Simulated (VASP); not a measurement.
A run of VASP 6.6.1 is set up as follows.

Contents of INCAR:

```
SYSTEM = HfC4
PREC = Accurate ; ENCUT = 520
EDIFF = 1E-6 ; ISMEAR = 0
SIGMA = 0.1 ; LREAL = Auto
LASPH = .TRUE. ; NELM = 100
ALGO = Normal ; ISIF = 2
LWAVE = .FALSE. ; LCHARG = .FALSE.
GGA = PE ; NBANDS = 52
```

File KPOINTS:

```
regular mesh
0
G
  12 12 4
  0 0 0
```

Contents of POSCAR:

```
HfC4
1.0
    4.3212815155      0.0000000000      0.0000000000
   -2.1606407578      3.7423395694      0.0000000000
    0.0000000000      0.0000000000     10.2324365915
Hf C
3 12
Direct
    0.0000000000      0.0000000000      0.0000000000
    0.3333333333      0.6666666667      0.3975945208
    0.6666666667      0.3333333333      0.6024054792
    0.6663072136      0.6670669189      0.8012396669
    0.0007597053      0.6670669189      0.8012396669
    0.0007597053      0.3336927864      0.8012396669
    0.3329330811      0.3336927864      0.8012396669
    0.3329330811      0.9992402947      0.8012396669
    0.6663072136      0.9992402947      0.8012396669
    0.6670669189      0.6663072136      0.1987603331
    0.9992402947      0.6663072136      0.1987603331
    0.3336927864      0.3329330811      0.1987603331
    0.9992402947      0.3329330811      0.1987603331
    0.3336927864      0.0007597053      0.1987603331
    0.6670669189      0.0007597053      0.1987603331
```

Potentials or basis: VASP PAW PBE potentials, release 64 (Hf_pv, C).

Launch:

```console
$ cat potpaw_PBE.64/Hf_pv/POTCAR potpaw_PBE.64/C/POTCAR > POTCAR
$ mpirun -np 1 vasp_std > vasp.out
```

Question: What does it give for the pressure?

Answer: -0.3 GPa.

Question: Predict the band gap on the k mesh.

Answer: Zero (band 39 reaches 6.97 eV, above the bottom of band 40 at 5.15 eV).

Question: What does it give for the largest force?

Answer: 0.107 eV/Å.

Forces on the atoms (eV/Å):
```
Hf   0.000  0.000  0.000
Hf   0.000  0.000 -0.107
Hf   0.000  0.000  0.107
C    0.010  0.007 -0.003
C   -0.010  0.007 -0.003
C    0.001 -0.012 -0.003
C   -0.001 -0.012 -0.003
C   -0.011  0.005 -0.003
C    0.011  0.005 -0.003
C    0.001  0.012  0.003
C   -0.001  0.012  0.003
C   -0.010 -0.007  0.003
C    0.010 -0.007  0.003
C   -0.011 -0.005  0.003
C    0.011 -0.005  0.003
```

Caveat: spin-orbit coupling is left out, which moves the levels of the heavy elements.
